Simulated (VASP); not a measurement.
# Cd (Fm-3m) in VASP: further runs

Cd is run at these levels: PBE; tasks: single point.

Everything below comes from runs of VASP 6.6.1. Logs are shortened: lines on timing, memory, paths and dates and some standing lists are left out, and cuts for length are marked.

**1. The cell of the first run**

The structure is cubic, space group Fm-3m (No. 225). The conventional cell has a = 4.474 Å, b = 4.474 Å, c = 4.474 Å, α = 90.00°, β = 90.00°, γ = 90.00°. Within 4.2 Å of Cd (site symmetry m-3m) lie 12 Cd at 3.16 Å.

This isn't the form of Cd at room conditions, which is hcp.

**2. Single point, PBE**

INCAR reads:

```
SYSTEM = Cd
ALGO = Normal ; EDIFF = 1E-6
ENCUT = 520 ; GGA = PE
ISIF = 2 ; ISMEAR = -1
LASPH = .True. ; LCHARG = .False.
LREAL = .False. ; LWAVE = .False.
NBANDS = 12 ; NELM = 80
PREC = Accurate ; SIGMA = 0.06122561905347299
```

KPOINTS reads:

```
k-points
0
Gamma
  21 21 21
  0 0 0
```

POSCAR reads:

```
Cd
1.0
    0.0000000000      2.2371783765      2.2371783765
    2.2371783765      0.0000000000      2.2371783765
    2.2371783765      2.2371783765      0.0000000000
Cd
1
Direct
    0.0000000000      0.0000000000      0.0000000000
```

Potentials or basis: VASP PAW PBE potentials, release 64 (Cd).

On the command line:

```sh
cat potpaw_PBE.64/Cd/POTCAR > POTCAR
mpirun -np 1 vasp_std > vasp.out
```

OUTCAR:

```text
SYSTEM = Cd
   EDIFF = 1E-6
   ENCUT = 520
   GGA = PE
   ISIF = 2
   ISMEAR = -1
   LASPH = .True.
   LREAL = .False.
   NELM = 80
   PREC = Accurate

 ion  position               nearest neighbor table
   1  0.000  0.000  0.000-

  LATTYP: Found a face centered cubic cell.
 ALAT       =     4.4743567530

  Lattice vectors:

 A1 = (   0.0000000000,   2.2371783765,   2.2371783765)
 A2 = (   2.2371783765,   0.0000000000,   2.2371783765)
 A3 = (   2.2371783765,   2.2371783765,   0.0000000000)

Analysis of symmetry for initial positions (statically):
=====================================================================
 Subroutine PRICEL returns:
 Original cell was already a primitive cell.

 Routine SETGRP: Setting up the symmetry group for a
 face centered cubic supercell.

 Subroutine GETGRP returns: Found 48 space group operations
 (whereof 48 operations were pure point group operations)
 out of a pool of 48 trial point group operations.

The static configuration has the point symmetry O_h .

Analysis of symmetry for dynamics (positions and initial velocities):
=====================================================================
 Subroutine PRICEL returns:
 Original cell was already a primitive cell.

 Routine SETGRP: Setting up the symmetry group for a
 face centered cubic supercell.

 Subroutine GETGRP returns: Found 48 space group operations
 (whereof 48 operations were pure point group operations)
 out of a pool of 48 trial point group operations.

The dynamic configuration has the point symmetry O_h .

 Subroutine INISYM returns: Found 48 space group operations
 (whereof 48 operations are pure point group operations),
 and found     1 'primitive' translations

----------------------------------------------------------------------------------------

                                     Primitive cell

  volume of cell :      22.3940

  direct lattice vectors                    reciprocal lattice vectors
     0.000000000  2.237178377  2.237178377    -0.223495813  0.223495813  0.223495813
     2.237178377  0.000000000  2.237178377     0.223495813 -0.223495813  0.223495813
     2.237178377  2.237178377  0.000000000     0.223495813  0.223495813 -0.223495813

  length of vectors
     3.163848001  3.163848001  3.163848001     0.387106103  0.387106103  0.387106103

  position of ions in fractional coordinates (direct lattice)
     0.000000000  0.000000000  0.000000000

  ion indices of the primitive-cell ions
   primitive index   ion index
                 1           1

----------------------------------------------------------------------------------------

 KPOINTS: k-points

Automatic generation of k-mesh.
 Grid dimensions read from file:
 generate k-points for:   21   21   21

 Generating k-lattice:

  Cartesian coordinates                     Fractional coordinates (reciprocal lattice)
    -0.010642658  0.010642658  0.010642658     0.047619048  0.000000000  0.000000000
     0.010642658 -0.010642658  0.010642658     0.000000000  0.047619048  0.000000000
     0.010642658  0.010642658 -0.010642658     0.000000000  0.000000000  0.047619048

  Length of vectors
     0.018433624  0.018433624  0.018433624

  Shift w.r.t. Gamma in fractional coordinates (k-lattice)
     0.000000000  0.000000000  0.000000000

 Subroutine IBZKPT returns following result:
 ===========================================

 Found    286 irreducible k-points:

 Following reciprocal coordinates:
            Coordinates               Weight
  0.000000  0.000000  0.000000      1.000000
  0.047619  0.000000  0.000000      8.000000
  0.095238  0.000000  0.000000      8.000000
  0.142857  0.000000  0.000000      8.000000
  0.190476  0.000000  0.000000      8.000000
  0.238095  0.000000  0.000000      8.000000
[... 16 lines left out ...]
 -0.428571  0.047619  0.000000     24.000000
 -0.380952  0.047619  0.000000     24.000000
 [... further k-points ...]
   k-points           NKPTS =    286   k-points in BZ     NKDIM =    286   number of bands    NBANDS=     12
   number of dos      NEDOS =    301   number of ions     NIONS =      1
   total plane-waves  NPLWV =  13824
   dimension x,y,z NGX =    24 NGY =   24 NGZ =   24
   dimension x,y,z NGXF=    48 NGYF=   48 NGZF=   48
   ions per type =               1
   NGX,Y,Z   is equivalent  to a cutoff of  12.61, 12.61, 12.61 a.u.
   NGXF,Y,Z  is equivalent  to a cutoff of  25.22, 25.22, 25.22 a.u.
 SYSTEM =  Cd
   PREC   = accura    normal or accurate (medium, high low for compatibility)
   ISTART =      0    job   : 0-new  1-cont  2-samecut
   ICHARG =      2    charge: 1-file 2-atom 10-const
   ISPIN  =      1    spin polarized calculation?
   LNONCOLLINEAR =      F non collinear calculations
   LSORBIT =      F    spin-orbit coupling
   LASPH  =      T    aspherical Exc in radial PAW
   ENCUT  =  520.0 eV  38.22 Ry    6.18 a.u.   5.88  5.88  5.88*2*pi/ulx,y,z
   NELM   =     80;   NELMIN=  2; NELMDL= -5     # of ELM steps
   EDIFF  = 0.1E-05   stopping-criterion for ELM
   LREAL  =      F    real-space projection
   EDIFFG = 0.1E-04   stopping-criterion for IOM
   NSW    =      0    number of steps for IOM
   IBRION =     -1    ionic relax: 0-MD 1-quasi-New 2-CG
   NFREE  =      0    steps in history (QN), initial steepest desc. (CG)
   ISIF   =      2    stress and relaxation
   ISYM   =      2    0-nonsym 1-usesym 2-fastsym
   POTIM  = 0.5000    time-step for ionic-motion
   TEBEG  =    0.0;   TEEND  =   0.0 temperature during run
   PSTRESS=    0.0 pullay stress
   NELECT =      12.0000    total number of electrons
   NUPDOWN=      -1.0000    fix difference up-down
   EMIN   =  10.00;   EMAX   =-10.00  energy-range for DOS
   EFERMI =   0.00;   METHOD = LEGACY
   ISMEAR =    -1;   SIGMA  =   0.06  broadening in eV -4-tet -1-fermi 0-gaus
   EFERMI_NEDOS =   21; number of points for ismear=-14 and -15
   IALGO  =     38    algorithm
   IMIX   =      4    mixing-type and parameters
     AMIX     =   0.40;   BMIX     =  1.00
     AMIX_MAG =   1.60;   BMIX_MAG =  1.00
  volume/ion in A,a.u.               =      22.39       151.12
  Fermi-wavevector in a.u.,A,eV,Ry     =   1.329713  2.512794 24.056966  1.768137
  Thomas-Fermi vector in A             =   2.458855
   LORBIT       =      0    0 simple, 1 ext, 2 COOP (PROOUT), +10 PAW based schemes
   GGA     = PE    functional components
   LHFCALC =     F    Hartree Fock is set to
   AEXX    =    0.0000 exact exchange contribution
   IVDW    =     0    specifies the selected vdW correction
   LEPSILON=     F    determine dielectric tensor
   LRPA    =     F    only Hartree local field effects (RPA)
 non-spin polarized calculation
  energy-cutoff  :      520.00
  volume of cell :       22.39
 maximum number of plane-waves:       612
   NGX = 11   NGY = 11   NGZ = 11

 number of electron      11.9999996 magnetization

 Free energy of the ion-electron system (eV)
  ---------------------------------------------------
  ext. energy  EPLUGINS =         0.00000000
  ---------------------------------------------------
  free energy    TOTEN  =        -0.74020327 eV

  energy without entropy =       -0.73529652  energy(sigma->0) =       -0.73774990

 E-fermi :   2.6252     XC(G=0): -10.8518

 val. band max:        2.5936420634   @ k =  -0.3810   0.2381   0.0476
 cond. band min:       2.6354588133   @ k =  -0.3810   0.1905   0.0476
 fundamental gap:      0.0418167499
 Fermi energy:         2.6251586223

 k-point     1 :       0.0000    0.0000    0.0000
  band No.  band energies     occupation
      1      -6.4164      2.00000
      2      -6.4164      2.00000
      3      -6.4164      2.00000
      4      -5.9879      2.00000
      5      -5.9879      2.00000
      6      -5.9449      2.00000
      7      16.4592      0.00000
      8      17.3532      0.00000
      9      17.3532      0.00000
     10      17.3532      0.00000
     11      20.6820      0.00000
     12      20.6820      0.00000

 k-point     2 :       0.0476    0.0000    0.0000
  band No.  band energies     occupation
      1      -6.4218      2.00000
      2      -6.4071      2.00000
      3      -6.4071      2.00000
      4      -5.9902      2.00000
      5      -5.9902      2.00000
      6      -5.8872      2.00000
      7      16.1218      0.00000
      8      16.8011      0.00000
      9      17.2529      0.00000
     10      17.2529      0.00000
     11      20.8516      0.00000
     12      20.8516      0.00000

 k-point     3 :       0.0952    0.0000    0.0000
  band No.  band energies     occupation
      1      -6.4440      2.00000
      2      -6.3821      2.00000
      3      -6.3821      2.00000
      4      -5.9948      2.00000
      5      -5.9948      2.00000
      6      -5.7072      2.00000
      7      14.5919      0.00000
      8      16.6668      0.00000
      9      17.0002      0.00000
     10      17.0002      0.00000
     11      21.1852      0.00000
     12      21.2987      0.00000
[... 286 lines left out ...]
 k-point    23 :      -0.4286    0.0476    0.0000
  band No.  band energies     occupation
      1      -6.8438      2.00000
      2      -6.4096      2.00000
      3      -6.3920      2.00000
      4      -5.6718      2.00000
      5      -5.6656      2.00000
      6      -0.5329      2.00000
      7       2.5101      1.73508
      8      14.1378      0.00000
      9      15.0597      0.00000
     10      15.5673      0.00000
     11      18.9649      0.00000
     12      19.4554      0.00000

 k-point    24 :      -0.3810    0.0476    0.0000
  band No.  band energies     occupation
      1      -6.8105      2.00000
      2      -6.3916      2.00000
      3      -6.3774      2.00000
      4      -5.7286      2.00000
      5      -5.6983      2.00000
      6      -1.5864      2.00000
      7       3.9095      0.00000
      8      14.0638      0.00000
      9      15.4406      0.00000
     10      15.7998      0.00000
     11      18.9664      0.00000
     12      19.5712      0.00000

 [... further k-points ...]
[... 5 lines left out ...]
  --------------------------------------------------------------------------------------
  -------------------------------------------------------------------------------------
  Total        0.1547936      0.1547936      0.1547936      0.0000000     -0.0000000      0.0000000
  in kB       11.0746933     11.0746933     11.0746933      0.0000000     -0.0000000      0.0000000
  external PRESSURE =      11.0746933 kB  Pullay stress =       0.0000000 kB

 VOLUME and BASIS-vectors are now :
 -----------------------------------------------------------------------------
  energy-cutoff  :      520.00
  volume of cell :       22.39
      direct lattice vectors                 reciprocal lattice vectors
     0.000000000  2.237178377  2.237178377    -0.223495813  0.223495813  0.223495813
     2.237178377  0.000000000  2.237178377     0.223495813 -0.223495813  0.223495813
     2.237178377  2.237178377  0.000000000     0.223495813  0.223495813 -0.223495813

 POSITION                                       TOTAL-FORCE (eV/Angst)
 -----------------------------------------------------------------------------------
      0.00000      0.00000      0.00000        -0.000000      0.000000      0.000000
 -----------------------------------------------------------------------------------
    total drift:                               -0.000000     -0.000000     -0.000000

  FREE ENERGIE OF THE ION-ELECTRON SYSTEM (eV)
  ---------------------------------------------------
  free  energy   TOTEN  =        -0.7402032723 eV

  energy  without entropy=       -0.7352965181  energy(sigma->0) =       -0.73774990
```

Wall time 21 s (1 thread of AMD EPYC 9R45 (Zen 5), shared host); peak memory 0.16 GiB.

Results:

```yaml
Free_energy: -0.7402 eV
Pressure: 1.1 GPa
Band_gap_on_the_k_mesh: zero (bands 6 and 7 overlap by 2.70 eV)
```

Levels at points of the mesh, in eV from the Fermi level:
```tsv
k point	band 4	band 5	band 6	band 7	band 8	band 9
(0.00, 0.00, 0.00)	-8.61	-8.61	-8.57	13.83	14.73	14.73
```

**3. Single point, PBE**

INCAR reads:

```
ALGO = Normal
EDIFF = 1E-6
ENCUT = 520
GGA = PE
ISIF = 2
ISMEAR = -1
LASPH = T
LCHARG = T
LELF = T
LREAL = F
LVHAR = T
LWAVE = F
NBANDS = 12
NELM = 60
PREC = Accurate
SIGMA = 0.06122561905347299
```

KPOINTS reads:

```
k-points
0
Gamma
  21 21 21
```

POSCAR is that of step 2.

Potentials or basis: VASP PAW PBE potentials, release 64 (Cd).

On the command line:

```sh
cat potpaw_PBE.64/Cd/POTCAR > POTCAR
mpirun -np 1 vasp_std > vasp.out
```

Wall time 22 s (1 thread of AMD EPYC 9R45 (Zen 5), shared host); peak memory 0.16 GiB.

Results (log left out):

| Quantity | Value |
| --- | --- |
| Free energy | -0.7402 eV |
| Pressure | 1.1 GPa |
| Band gap on the k mesh | zero (bands 6 and 7 overlap by 2.70 eV) |

Levels at points of the mesh, in eV from the Fermi level:
| k point | band 4 | band 5 | band 6 | band 7 | band 8 | band 9 |
| --- | --- | --- | --- | --- | --- | --- |
| (0.00, 0.00, 0.00) | -8.61 | -8.61 | -8.57 | 13.83 | 14.73 | 14.73 |

**4. Single point, PBE**

This run uses another cell than the first one, of 22.85 Å³/atom.

INCAR reads:

```
SYSTEM = Cd
PREC = Accurate
ENCUT = 520
EDIFF = 1E-7
ISMEAR = -1
SIGMA = 0.06122561905347299
LREAL = .False.
LASPH = .True.
NELM = 100
ALGO = Normal
ISIF = 2
LWAVE = .False.
LCHARG = .True.
GGA = PE
LELF = .True.
LVHAR = .True.
NBANDS = 12
```

KPOINTS reads:

```
Automatic mesh
0
Gamma
  21 21 21
  0 0 0
```

POSCAR reads:

```
Cd
1.0
    0.0000000000      2.2522949052      2.2522949052
    2.2522949052      0.0000000000      2.2522949052
    2.2522949052      2.2522949052      0.0000000000
Cd
1
Direct
    0.0000000000      0.0000000000      0.0000000000
```

Potentials or basis: VASP PAW PBE potentials, release 64 (Cd).

On the command line:

```sh
cat potpaw_PBE.64/Cd/POTCAR > POTCAR
mpirun -np 1 vasp_std > vasp.out
```

OUTCAR:

```text
SYSTEM = Cd
   PREC = Accurate
   ENCUT = 520
   EDIFF = 1E-7
   ISMEAR = -1
   LREAL = .False.
   LASPH = .True.
   NELM = 100
   ISIF = 2
   GGA = PE

 ion  position               nearest neighbor table
   1  0.000  0.000  0.000-

  LATTYP: Found a face centered cubic cell.
 ALAT       =     4.5045898104

  Lattice vectors:

 A1 = (   0.0000000000,   2.2522949052,   2.2522949052)
 A2 = (   2.2522949052,   0.0000000000,   2.2522949052)
 A3 = (   2.2522949052,   2.2522949052,   0.0000000000)

Analysis of symmetry for initial positions (statically):
=====================================================================
 Subroutine PRICEL returns:
 Original cell was already a primitive cell.

 Routine SETGRP: Setting up the symmetry group for a
 face centered cubic supercell.

 Subroutine GETGRP returns: Found 48 space group operations
 (whereof 48 operations were pure point group operations)
 out of a pool of 48 trial point group operations.

The static configuration has the point symmetry O_h .

Analysis of symmetry for dynamics (positions and initial velocities):
=====================================================================
 Subroutine PRICEL returns:
 Original cell was already a primitive cell.

 Routine SETGRP: Setting up the symmetry group for a
 face centered cubic supercell.

 Subroutine GETGRP returns: Found 48 space group operations
 (whereof 48 operations were pure point group operations)
 out of a pool of 48 trial point group operations.

The dynamic configuration has the point symmetry O_h .

 Subroutine INISYM returns: Found 48 space group operations
 (whereof 48 operations are pure point group operations),
 and found     1 'primitive' translations

----------------------------------------------------------------------------------------

                                     Primitive cell

  volume of cell :      22.8510

  direct lattice vectors                    reciprocal lattice vectors
[... 105 lines left out ...]
     AMIX_MAG =   1.60;   BMIX_MAG =  1.00
  volume/ion in A,a.u.               =      22.85       154.21
  Fermi-wavevector in a.u.,A,eV,Ry     =   1.320789  2.495929 23.735127  1.744483
  Thomas-Fermi vector in A             =   2.450589
   LORBIT       =      0    0 simple, 1 ext, 2 COOP (PROOUT), +10 PAW based schemes
   GGA     = PE    functional components
   LHFCALC =     F    Hartree Fock is set to
   AEXX    =    0.0000 exact exchange contribution
   IVDW    =     0    specifies the selected vdW correction
   LEPSILON=     F    determine dielectric tensor
   LRPA    =     F    only Hartree local field effects (RPA)
 non-spin polarized calculation
  energy-cutoff  :      520.00
  volume of cell :       22.85
 maximum number of plane-waves:       630
   NGX = 11   NGY = 11   NGZ = 11

 number of electron      11.9999992 magnetization

 Free energy of the ion-electron system (eV)
  ---------------------------------------------------
  ext. energy  EPLUGINS =         0.00000000
  ---------------------------------------------------
  free energy    TOTEN  =        -0.74205618 eV

  energy without entropy =       -0.73712533  energy(sigma->0) =       -0.73959075

 E-fermi :   2.4833     XC(G=0): -10.7463

 val. band max:        2.4609627539   @ k =  -0.3810   0.4762   0.1429
 cond. band min:       2.4860321970   @ k =  -0.3810   0.1905   0.0476
 fundamental gap:      0.0250694432
 Fermi energy:         2.4832807979

 k-point     1 :       0.0000    0.0000    0.0000
  band No.  band energies     occupation
      1      -6.5063      2.00000
      2      -6.5063      2.00000
      3      -6.5063      2.00000
      4      -6.0965      2.00000
      5      -6.0965      2.00000
      6      -5.9401      2.00000
      7      16.2448      0.00000
      8      17.0109      0.00000
      9      17.0109      0.00000
     10      17.0109      0.00000
     11      20.3132      0.00000
     12      20.3132      0.00000
[... 331 lines left out ...]
 k-point    24 :      -0.3810    0.0476    0.0000
  band No.  band energies     occupation
      1      -6.8763      2.00000
      2      -6.4821      2.00000
      3      -6.4685      2.00000
      4      -5.8475      2.00000
      5      -5.8180      2.00000
      6      -1.6577      2.00000
      7       3.7415      0.00000
      8      13.7659      0.00000
      9      15.1074      0.00000
     10      15.5694      0.00000
     11      18.6352      0.00000
     12      19.2216      0.00000

 [... further k-points ...]
[... 5 lines left out ...]
  --------------------------------------------------------------------------------------
  -------------------------------------------------------------------------------------
  Total        0.0285325      0.0285325      0.0285325     -0.0000000     -0.0000000      0.0000000
  in kB        2.0005312      2.0005312      2.0005312     -0.0000000     -0.0000000      0.0000000
  external PRESSURE =       2.0005312 kB  Pullay stress =       0.0000000 kB

 VOLUME and BASIS-vectors are now :
 -----------------------------------------------------------------------------
  energy-cutoff  :      520.00
  volume of cell :       22.85
      direct lattice vectors                 reciprocal lattice vectors
     0.000000000  2.252294905  2.252294905    -0.221995796  0.221995796  0.221995796
     2.252294905  0.000000000  2.252294905     0.221995796 -0.221995796  0.221995796
     2.252294905  2.252294905  0.000000000     0.221995796  0.221995796 -0.221995796

 POSITION                                       TOTAL-FORCE (eV/Angst)
 -----------------------------------------------------------------------------------
      0.00000      0.00000      0.00000        -0.000000      0.000000      0.000000
 -----------------------------------------------------------------------------------
    total drift:                               -0.000000     -0.000000     -0.000000

  FREE ENERGIE OF THE ION-ELECTRON SYSTEM (eV)
  ---------------------------------------------------
  free  energy   TOTEN  =        -0.7420561830 eV

  energy  without entropy=       -0.7371253256  energy(sigma->0) =       -0.73959075
```

It took 24 s on 1 thread of AMD EPYC 9R45 (Zen 5), shared host; peak memory 0.16 GiB.

What came out:

- Free energy: -0.7421 eV
- Pressure: 0.2 GPa
- Band gap on the k mesh: zero (bands 6 and 7 overlap by 2.72 eV)

Levels at points of the mesh, in eV from the Fermi level:
```
           k point  band 3  band 4  band 5  band 6  band 7  band 8  band 9  band 10
(0.00, 0.00, 0.00)   -8.99   -8.58   -8.58   -8.42   13.76   14.53   14.53    14.53
```

The gap in the log of VASP goes by the Fermi energy; the results here count the filled bands.